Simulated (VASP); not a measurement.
A run of VASP 6.6.1 is set up as follows.

INCAR

```
  PREC = Accurate
  ENCUT = 520
  EDIFF = 1E-6
  ISMEAR = 0
  SIGMA = 0.02
  LREAL = F
  LASPH = T
  NELM = 60
  ALGO = Normal
  ISIF = 2
  LWAVE = F
  LCHARG = T
  GGA = PE
  LELF = T
  LVHAR = T
  NBANDS = 16
```

KPOINTS

```
Automatic mesh
0
Gamma
  2 2 2
```

POSCAR

```
AgCl
1.0
    3.4339730000      0.0000000000      0.0000000000
    0.0000000000      3.4339730000      0.0000000000
    0.0000000000      0.0000000000      3.4339730000
Ag Cl
1 1
Direct
    0.0000000000      0.0000000000      0.0000000000
    0.5000000000      0.5000000000      0.5000000000
```

Potentials or basis: VASP PAW PBE potentials, release 64 (Ag, Cl).

Command:

```sh
$ cat potpaw_PBE.64/Ag/POTCAR potpaw_PBE.64/Cl/POTCAR > POTCAR
$ mpirun -np 1 vasp_std > vasp.out
```

Q: What does it give for the band gap on the k mesh?

A: 0.33 eV, indirect (least direct gap 1.71 eV).

Q: Estimate the pressure.

A: 6.9 GPa.

Caveat: the k points lie up to 0.91 Å⁻¹ apart. A k mesh can miss the band edges.
